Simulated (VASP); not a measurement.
# Al2Pt in VASP: further runs

The runs below take Al2Pt through single point, relaxation of cell and atoms, with PBEsol.

Program: VASP 6.6.1. These are calculated values, not measurements. Logs are shortened: lines on timing, memory, paths and dates and some standing lists are left out, and cuts for length are marked.

## 1. The cell of the first run

It takes space group I4/mmm (No. 139, tetragonal). The conventional cell has a = 4.154 Å, b = 4.154 Å, c = 5.985 Å, α = 90.00°, β = 90.00°, γ = 90.00°. Within 3.4 Å of Al (site symmetry -4m2) lie 4 Pt at 2.56 Å and 6 Al at 2.94 to 2.99 Å. Pt (site symmetry 4/mmm) has 8 Al at 2.56 Å within 3.4 Å.

## 2. Single point, PBEsol (uniaxial strain along c: +1.5 %)

File INCAR:

```
SYSTEM = Al2Pt
  PREC = Accurate
  ENCUT = 520
  EDIFF = 1E-6
  ISMEAR = 0
  SIGMA = 0.1
  LREAL = .False.
  LASPH = .True.
  NELM = 100
  ALGO = Fast
  ISIF = 2
  LWAVE = .False.
  LCHARG = .False.
  GGA = PS
  NBANDS = 25
```

File KPOINTS:

```
regular mesh
0
Gamma
  8 8 6
  0 0 0
```

File POSCAR:

```
Al2Pt
1.0
    2.9372013297      2.9372013297      0.0000000000
   -2.9372013297      2.9372013297      0.0000000000
    0.0000000000      0.0000000000      5.9849623079
Al Pt
4 2
Direct
    0.0000000000      0.5000000000      0.7500000000
    0.5000000000      0.0000000000      0.7500000000
    0.5000000000      0.0000000000      0.2500000000
    0.0000000000      0.5000000000      0.2500000000
    0.0000000000      0.0000000000      0.0000000000
    0.5000000000      0.5000000000      0.5000000000
```

Potentials or basis: VASP PAW PBE potentials, release 64 (Al, Pt).

Run with:

```sh
$ cat potpaw_PBE.64/Al/POTCAR potpaw_PBE.64/Pt/POTCAR > POTCAR
$ mpirun -np 1 vasp_std > vasp.out
```

OUTCAR:

```text
SYSTEM = Al2Pt
   PREC = Accurate
   ENCUT = 520
   EDIFF = 1E-6
   ISMEAR = 0
   LREAL = .False.
   LASPH = .True.
   NELM = 100
   ISIF = 2
   GGA = PS

 ion  position               nearest neighbor table
   1  0.000  0.500  0.750-   5 2.56   6 2.56   5 2.56   6 2.56   2 2.94   2 2.94   2 2.94   2 2.94
                             4 2.99   4 2.99
   2  0.500  0.000  0.750-   5 2.56   6 2.56   6 2.56   5 2.56   1 2.94   1 2.94   1 2.94   1 2.94
                             3 2.99   3 2.99
   3  0.500  0.000  0.250-   5 2.56   6 2.56   6 2.56   5 2.56   4 2.94   4 2.94   4 2.94   4 2.94
                             2 2.99   2 2.99
   4  0.000  0.500  0.250-   5 2.56   6 2.56   5 2.56   6 2.56   3 2.94   3 2.94   3 2.94   3 2.94
                             1 2.99   1 2.99
   5  0.000  0.000  0.000-   1 2.56   2 2.56   3 2.56   4 2.56   1 2.56   4 2.56   2 2.56   3 2.56

   6  0.500  0.500  0.500-   1 2.56   2 2.56   3 2.56   4 2.56   2 2.56   3 2.56   1 2.56   4 2.56

  LATTYP: Found a simple tetragonal cell.
 ALAT       =     4.1538299559
 C/A-ratio  =     1.4408298778

  Lattice vectors:

 A1 = (   2.9372013297,   2.9372013297,   0.0000000000)
 A2 = (  -2.9372013297,   2.9372013297,   0.0000000000)
 A3 = (   0.0000000000,   0.0000000000,   5.9849623079)

Analysis of symmetry for initial positions (statically):
=====================================================================
 Subroutine PRICEL returns following result:

  LATTYP: Found a body centered tetragonal cell.
 ALAT       =     4.1538299559
 C/A-ratio  =     1.4408298778

  Lattice vectors:

 A1 = (   2.9372013297,   0.0000000000,  -2.9924811539)
 A2 = (  -2.9372013297,   0.0000000000,  -2.9924811540)
 A3 = (   0.0000000000,   2.9372013297,   2.9924811540)

   2 primitive cells build up your supercell.

 Routine SETGRP: Setting up the symmetry group for a
 simple tetragonal supercell.

 Subroutine GETGRP returns: Found 16 space group operations
 (whereof 16 operations were pure point group operations)
 out of a pool of 16 trial point group operations.

The static configuration has the point symmetry D_4h.

Analysis of symmetry for dynamics (positions and initial velocities):
=====================================================================
 Subroutine PRICEL returns following result:

  LATTYP: Found a body centered tetragonal cell.
 ALAT       =     4.1538299559
 C/A-ratio  =     1.4408298778

  Lattice vectors:

 A1 = (   2.9372013297,   0.0000000000,  -2.9924811539)
 A2 = (  -2.9372013297,   0.0000000000,  -2.9924811540)
[... 118 lines left out ...]
   NFREE  =      0    steps in history (QN), initial steepest desc. (CG)
   ISIF   =      2    stress and relaxation
   ISYM   =      2    0-nonsym 1-usesym 2-fastsym
   POTIM  = 0.5000    time-step for ionic-motion
   TEBEG  =    0.0;   TEEND  =   0.0 temperature during run
   PSTRESS=    0.0 pullay stress
   NELECT =      32.0000    total number of electrons
   NUPDOWN=      -1.0000    fix difference up-down
   EMIN   =  10.00;   EMAX   =-10.00  energy-range for DOS
   EFERMI =   0.00;   METHOD = LEGACY
   ISMEAR =     0;   SIGMA  =   0.10  broadening in eV -4-tet -1-fermi 0-gaus
   EFERMI_NEDOS =   21; number of points for ismear=-14 and -15
   IALGO  =     68    algorithm
   IMIX   =      4    mixing-type and parameters
     AMIX     =   0.40;   BMIX     =  1.00
     AMIX_MAG =   1.60;   BMIX_MAG =  1.00
  volume/ion in A,a.u.               =      17.21       116.15
  Fermi-wavevector in a.u.,A,eV,Ry     =   1.107827  2.093489 16.698162  1.227280
  Thomas-Fermi vector in A             =   2.244346
   LORBIT       =      0    0 simple, 1 ext, 2 COOP (PROOUT), +10 PAW based schemes
   GGA     = PS    functional components
   LHFCALC =     F    Hartree Fock is set to
   AEXX    =    0.0000 exact exchange contribution
   IVDW    =     0    specifies the selected vdW correction
   LEPSILON=     F    determine dielectric tensor
   LRPA    =     F    only Hartree local field effects (RPA)
 non-spin polarized calculation
 RMM-DIIS sequential band-by-band and
 Gauss-broadening in eV      SIGMA  =   0.10
  energy-cutoff  :      520.00
  volume of cell :      103.27
 maximum number of plane-waves:      2824
 NGX is ok and might be reduce to    32

 number of electron      31.9999999 magnetization

 Free energy of the ion-electron system (eV)
  ---------------------------------------------------
  ext. energy  EPLUGINS =         0.00000000
  ---------------------------------------------------
  free energy    TOTEN  =       -35.52553500 eV

  energy without entropy =      -35.51259472  energy(sigma->0) =      -35.51906486

 E-fermi :   7.7884     XC(G=0): -10.8102

 val. band max:        7.7728845517   @ k =   0.3750   0.2500   0.1667
 cond. band min:       7.8188551896   @ k =   0.1250   0.1250   0.3333
 fundamental gap:      0.0459706379
 Fermi energy:         7.7883817843

 k-point     1 :       0.0000    0.0000    0.0000
  band No.  band energies     occupation
      1      -2.4493      2.00000
      2       1.4827      2.00000
      3       1.7723      2.00000
      4       1.8206      2.00000
      5       2.7241      2.00000
      6       2.7241      2.00000
[... 661 lines left out ...]
     24      14.1041      0.00000
     25      14.7814      0.00000

 [... further k-points ...]

------------------------ aborting loop because EDIFF is reached ----------------------------------------

  FORCE on cell =-STRESS in cart. coord.  units (eV):
  Direction    XX          YY          ZZ          XY          YZ          ZX
  --------------------------------------------------------------------------------------
  -------------------------------------------------------------------------------------
  Total       -0.4187270     -0.4187270     -1.1045841      0.0000000     -0.0000000      0.0000000
  in kB       -6.4965480     -6.4965480    -17.1376198      0.0000000     -0.0000000      0.0000000
  external PRESSURE =     -10.0435719 kB  Pullay stress =       0.0000000 kB

 VOLUME and BASIS-vectors are now :
 -----------------------------------------------------------------------------
  energy-cutoff  :      520.00
  volume of cell :      103.27
      direct lattice vectors                 reciprocal lattice vectors
     2.937201330  2.937201330  0.000000000     0.170230074  0.170230074  0.000000000
    -2.937201330  2.937201330  0.000000000    -0.170230074  0.170230074  0.000000000
     0.000000000  0.000000000  5.984962308     0.000000000  0.000000000  0.167085430

 POSITION                                       TOTAL-FORCE (eV/Angst)
 -----------------------------------------------------------------------------------
     -1.46860      1.46860      4.48872        -0.000000     -0.000000      0.000000
      1.46860      1.46860      4.48872        -0.000000     -0.000000     -0.000000
      1.46860      1.46860      1.49624        -0.000000     -0.000000      0.000000
     -1.46860      1.46860      1.49624        -0.000000     -0.000000     -0.000000
      0.00000      0.00000      0.00000         0.000000      0.000000      0.000000
      0.00000      2.93720      2.99248         0.000000      0.000000     -0.000000
 -----------------------------------------------------------------------------------
    total drift:                               -0.000000      0.000000     -0.000000

  FREE ENERGIE OF THE ION-ELECTRON SYSTEM (eV)
  ---------------------------------------------------
  free  energy   TOTEN  =       -35.5255349956 eV

  energy  without entropy=      -35.5125947188  energy(sigma->0) =      -35.51906486
```

OSZICAR:

```text
N       E                     dE             d eps       ncg     rms          rms(c)
DAV:   1     0.110798965379E+03    0.11080E+03   -0.13381E+04  3016   0.110E+03
DAV:   2    -0.318925920251E+02   -0.14269E+03   -0.12903E+03  3481   0.201E+02
DAV:   3    -0.367661786665E+02   -0.48736E+01   -0.47834E+01  3772   0.342E+01
DAV:   4    -0.368185524200E+02   -0.52374E-01   -0.52338E-01  3614   0.408E+00
DAV:   5    -0.368193948962E+02   -0.84248E-03   -0.84240E-03  3842   0.552E-01    0.125E+01
RMM:   6    -0.357693959973E+02    0.10500E+01   -0.44542E+00  3017   0.108E+01    0.309E+00
RMM:   7    -0.355885389810E+02    0.18086E+00   -0.28769E-01  3100   0.284E+00    0.215E+00
RMM:   8    -0.355257381210E+02    0.62801E-01   -0.78390E-02  3233   0.160E+00    0.365E-01
RMM:   9    -0.355253122687E+02    0.42585E-03   -0.15486E-02  3400   0.674E-01    0.249E-01
RMM:  10    -0.355256625984E+02   -0.35033E-03   -0.38812E-03  3314   0.332E-01    0.115E-01
RMM:  11    -0.355255380069E+02    0.12459E-03   -0.16810E-03  3405   0.211E-01    0.269E-02
RMM:  12    -0.355255468633E+02   -0.88564E-05   -0.29532E-04  3592   0.802E-02    0.427E-02
RMM:  13    -0.355255461567E+02    0.70662E-06   -0.45488E-05  3541   0.326E-02    0.642E-02
RMM:  14    -0.355255381129E+02    0.80438E-05   -0.10690E-05  3299   0.174E-02    0.305E-02
RMM:  15    -0.355255351959E+02    0.29170E-05   -0.64052E-06  3142   0.127E-02    0.192E-02
RMM:  16    -0.355255349956E+02    0.20030E-06   -0.63692E-07  1949   0.428E-03
   1 F= -.35525535E+02 E0= -.35519065E+02  d E =-.129403E-01
```

Run time: 86 s. Hardware: 1 thread of Intel Xeon Platinum 8559C (Emerald Rapids), shared host; peak memory 0.3 GiB.

Results:

```
Free energy            : -35.5255 eV
Pressure               : -1.0 GPa
Band gap on the k mesh : zero (bands 16 and 17 overlap by 4.56 eV)
```

Stress tensor (GPa, compression positive):
```
-0.65  0.00  0.00
 0.00 -0.65  0.00
 0.00  0.00 -1.71
```

Caveat: the cell differs from its parent crystal (uniaxial strain along c: +1.5 %); the PAW data sets were made with another functional, which shifts forces and pressure a little; spin-orbit coupling is left out, which moves the levels of the heavy elements.

## 3. Single point, PBEsol (uniaxial strain along c: +3.0 %, then relaxed in part)

File INCAR:

```
PREC = Accurate ; ENCUT = 520
EDIFF = 1E-6 ; ISMEAR = 0
SIGMA = 0.1 ; LREAL = False
LASPH = True ; NELM = 100
ALGO = Fast ; ISIF = 2
LWAVE = False ; LCHARG = False
GGA = PS ; NBANDS = 25
```

File KPOINTS:

```
regular mesh
0
Gamma
  8 8 6
```

POSCAR, as its differences from that of step 2:

```diff
@@ -2,5 +2,5 @@
 1.0
-    2.9372013297      2.9372013297      0.0000000000
-   -2.9372013297      2.9372013297      0.0000000000
-    0.0000000000      0.0000000000      5.9849623079
+    2.9145557754      2.9145557754      0.0000000000
+   -2.9145557754      2.9145557754      0.0000000000
+    0.0000000000      0.0000000000      6.0734100268
 Al Pt
```

Potentials or basis: VASP PAW PBE potentials, release 64 (Al, Pt).

Run with:

```sh
$ cat potpaw_PBE.64/Al/POTCAR potpaw_PBE.64/Pt/POTCAR > POTCAR
$ mpirun -np 1 vasp_std > vasp.out
```

It took 74 s on 1 thread of Intel Xeon Platinum 8559C (Emerald Rapids), shared host; peak memory 0.29 GiB.

It converged, with:

* Free energy: -35.5080 eV
* Pressure: -0.9 GPa
* Band gap on the k mesh: zero (bands 16 and 17 overlap by 4.52 eV)

Stress tensor (GPa, compression positive):
```
-0.02  0.00  0.00
 0.00 -0.02  0.00
 0.00  0.00 -2.70
```

Levels at points of the mesh, in eV from the Fermi level:
```csv
k point,band 13,band 14,band 15,band 16,band 17,band 18,band 19,band 20
"(0.00, 0.00, 0.00)",-3.18,-1.47,-1.47,2.98,3.45,3.45,3.57,3.88
"(0.50, 0.00, 0.00)",-2.42,-2.42,-1.50,-1.50,1.46,1.46,3.93,3.93
"(0.50, 0.50, 0.00)",-3.18,-3.18,-1.85,-1.85,-1.54,-1.54,3.00,3.00
"(0.00, 0.00, 0.50)",-0.36,-0.36,0.57,0.57,0.57,0.57,3.28,3.28
"(0.50, 0.00, 0.50)",-3.44,-3.44,0.83,0.83,1.15,1.15,3.75,3.75
"(0.50, 0.50, 0.50)",-2.79,-2.79,-2.79,-2.79,-1.00,-1.00,5.02,5.02
```

Caveat: the cell differs from its parent crystal (uniaxial strain along c: +3.0 %, then relaxed in part); the PAW data sets were made with another functional, which shifts forces and pressure a little; spin-orbit coupling is left out, which moves the levels of the heavy elements.

## 4. Relaxation of cell and atoms, PBEsol, target pressure 50 GPa, at which the enthalpy is minimised

This run uses another cell than the first one: it holds 3 atoms, not 6.

File INCAR:

```
SYSTEM = Al2Pt
  PREC = Accurate
  ENCUT = 600
  EDIFF = 1E-6
  ISMEAR = 0
  SIGMA = 0.1
  LREAL = .FALSE.
  LASPH = .TRUE.
  NELM = 100
  ALGO = Fast
  ISIF = 3
  LWAVE = .FALSE.
  LCHARG = .FALSE.
  GGA = PS
  IBRION = 2
  NSW = 70
  EDIFFG = -0.008
  PSTRESS = 500.0
```

File KPOINTS:

```
Automatic mesh
0
G
  14 14 14
  0 0 0
```

File POSCAR:

```
Al2Pt
1.0
    0.0000000000      2.7447140358      2.7447140358
    2.7447140358      0.0000000000      2.7447140358
    2.7447140358      2.7447140358      0.0000000000
Al Pt
2 1
Direct
    0.2500000000      0.2500000000      0.2500000000
    0.7500000000      0.7500000000      0.7500000000
    0.0000000000      0.0000000000      0.0000000000
```

Run with:

```sh
$ cat potpaw_PBE.64/Al/POTCAR potpaw_PBE.64/Pt/POTCAR > POTCAR
$ mpirun -np 1 vasp_std > vasp.out
```

It took 2.3 min on 1 thread of Intel Xeon Platinum 8488C (Sapphire Rapids), shared host; peak memory 0.23 GiB.

It converged, with:

- Free energy: -16.4611 eV
- Relaxed volume: 13.68 Å³/atom
- Relaxed cell: a = 3.872 Å, b = 3.872 Å, c = 3.872 Å, α = 60.00°, β = 60.00°, γ = 60.00°
- Space group after relaxing (to 0.1 Å): Fm-3m (No. 225)
- Energy change on relaxing (the run minimises the enthalpy): +31.1 meV/atom
- Ionic steps: 3
- Pressure after relaxing: 50.0 GPa
- Band gap on the k mesh: zero (bands 8 and 9 overlap by 5.97 eV)

Step by step:
```csv
step,energy change (eV),largest force (eV/Å),pressure (GPa),volume (Å³)
1,0.0000,0.0000,47.61,41.35
2,0.3996,0.0000,57.77,40.14
3,0.0933,0.0000,49.97,41.05
```

Final structure:
```
Al Pt
1.0
     0.00000    2.73791    2.73791
     2.73791    0.00000    2.73791
     2.73791    2.73791    0.00000
Al Pt
2 1
Direct
  0.25000 0.25000 0.25000
  0.75000 0.75000 0.75000
  0.00000 0.00000 0.00000
```

Levels at points of the mesh, in eV from the Fermi level:
```csv
k point,band 6,band 7,band 8,band 9,band 10,band 11
"(0.00, 0.00, 0.00)",-4.85,3.87,3.87,3.87,4.80,6.81
"(0.50, 0.00, 0.00)",-4.49,-4.49,1.00,1.00,4.06,6.15
"(0.50, 0.50, 0.00)",-4.23,-4.10,-2.11,-2.11,3.64,4.87
```

Caveat: the cell is relaxed towards a set pressure, so the run minimises the enthalpy, not the energy; the PAW data sets were made with another functional, which shifts forces and pressure a little; spin-orbit coupling is left out, which moves the levels of the heavy elements.

[end of part 1 of 2]

The gap in the log of VASP goes by the Fermi energy; the results here count the filled bands.